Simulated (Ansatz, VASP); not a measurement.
Two plane-wave programs on KI

```xyz
2
Lattice="0.0300 3.5446 3.5446 3.5446 0.0300 3.5446 3.5745 3.5745 0.0000" Properties=species:S:1:pos:R:3 pbc="T T T"
K     0.0000    0.0000    0.0000
I     3.5745    3.5745    3.5446
```

Change from the starting cell: shear_xy strain +1.7%.

Alike in both runs: task single point; functional HSE06; k mesh 4 × 4 × 4; no spin polarisation.

|  | VASP | Ansatz |
| --- | --- | --- |
| version | VASP 6.6.1 | Ansatz 0.2.0 |
| potentials or method | VASP PAW PBE potentials, release 64 (K_sv, I) | plane waves, PAW |
| plane-wave cutoff (eV) | 520 | 420 |
| occupations | gaussian, width 0.01 eV | fixed |
| valence electrons in the cell | 16 | 26 |

VASP gave:

- gap on the k mesh at the Fermi level (eV): 4.91
- pressure (GPa): 0.3
- traceless stress, the component that is largest in VASP (GPa): -0.07

Estimate Ansatz's values.

gap on the k mesh at the Fermi level (eV): 4.92; pressure (GPa): 0.3; traceless stress, the component that is largest in VASP (GPa): -0.07.

VASP's potentials hold 16 valence electrons a cell and Ansatz's 26, so a difference there can come from the potentials and not from the codes. Ansatz's warnings: stress exchange threshold loose, stress scf threshold loose.

Spin-orbit coupling is off throughout.
